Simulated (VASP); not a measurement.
PtSe2:

```
Pt Se
1.0
     1.82050    1.05106    5.48450
    -1.82050    1.05106    5.48450
     0.00000   -2.10213    5.48450
Pt Se
1 2
Direct
  0.99924 0.99924 0.99924
  0.42198 0.42198 0.42198
  0.24545 0.24545 0.24545
```

Base run:

```yaml
Program: VASP 6.6.1
Functional: r2SCAN
Potentials_or_basis: VASP PAW PBE potentials, release 64 (Pt, Se)
Cutoff: 550 eV
k_mesh: 6 × 6 × 6
Occupations: fermi-dirac, width 0.02 eV
Spin: no spin polarisation
```

Its results: band gap on the k mesh zero (band 11 reaches 6.54 eV, above the bottom of band 12 at 5.76 eV); pressure 1.5 GPa; largest force 0.087 eV/Å.

Problem. The run is repeated on the same cell with these changes: functional from r2SCAN to PBE; cutoff from 550 eV to 520 eV. What comes out?

Solution. Band gap on the k mesh zero (band 11 reaches 6.74 eV, above the bottom of band 12 at 6.01 eV); pressure 3.6 GPa; largest force 0.324 eV/Å.

Caveats: spin-orbit coupling is left out, which moves the levels of the heavy elements; the PAW data sets were made with another functional, which shifts forces and pressure a little (some runs).
